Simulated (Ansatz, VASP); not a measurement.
**One calculation of Si, two programs**

Contents of INCAR:

```
PREC     = Accurate       # precision mode
ENCUT    = 520            # plane-wave cutoff, eV
EDIFF    = 1E-6           # SCF threshold, eV
ISMEAR   = 0              # smearing method
SIGMA    = 0.1            # smearing width, eV
LREAL    = False          # projectors in reciprocal space
LASPH    = True           # aspherical terms in the spheres
NELM     = 60             # most SCF steps
ALGO     = Normal         # electronic algorithm
ISIF     = 2              # what is computed and relaxed
LWAVE    = False          # write WAVECAR
LCHARG   = True           # write CHGCAR
GGA      = PE             # functional
LELF     = True           # ELF
LVHAR    = True         
NBANDS   = 11             # bands
```

KPOINTS

```
Automatic mesh
0
Gamma
  6 6 4
```

POSCAR

```
Si
1.0
    3.2784535500      0.0000000000      0.0000000000
    0.0000000000      3.2784535500      0.0000000000
    0.0000000000      0.0000000000      4.2433667000
Si
2
Direct
    0.0000000000      0.5000000000      0.0768718500
    0.5000000000      0.0000000000      0.9231281500
```

Input for Ansatz:

```yaml
crystal:
  lattice:
    - [3.27845355, 0.0, 0.0]
    - [0.0, 3.27845355, 0.0]
    - [0.0, 0.0, 4.2433667]
  atoms:
    - { symbol: Si, position: [0.0, 0.5, 0.07687185] }
    - { symbol: Si, position: [0.5, 0.0, 0.92312815] }
basis:
  ecutwfc: 420
kpoints:
  mp_grid: { grid: [6, 6, 4] }
hamiltonian:
  xc: pbe
scf:
  occupations: { method: gaussian, width: 0.1 }
  lower_state_search: "off"
output:
  forces: true
  stress: true
  eigenvalues: true
```

Alike in both runs: task single point; functional PBE; k mesh 6 × 6 × 4; occupations gaussian, width 0.1 eV; no spin polarisation.

```csv
,VASP,Ansatz
version,VASP 6.6.1,Ansatz 0.2.0
potentials or method,"VASP PAW PBE potentials, release 64 (Si), cutoff 520 eV","scalar-relativistic, plane waves, PAW"
valence electrons in the cell,8,8
```

```csv
,VASP,Ansatz,Ansatz less VASP
gap on the k mesh at the Fermi level (eV),none,none,-
pressure (GPa),2.4,2.4,0.00
"traceless stress, the component that is largest in VASP (GPa)",-5.76,-5.86,-0.092
rms of the force components (eV/Å),0.049,0.047,-0.0019
```

Atom by atom the forces differ by 0.002 eV/Å (rms over components). A gap of «none» marks a metal or a gap that the smearing closes.

The k mesh is coarse, so the values compare programs but aren't converged.
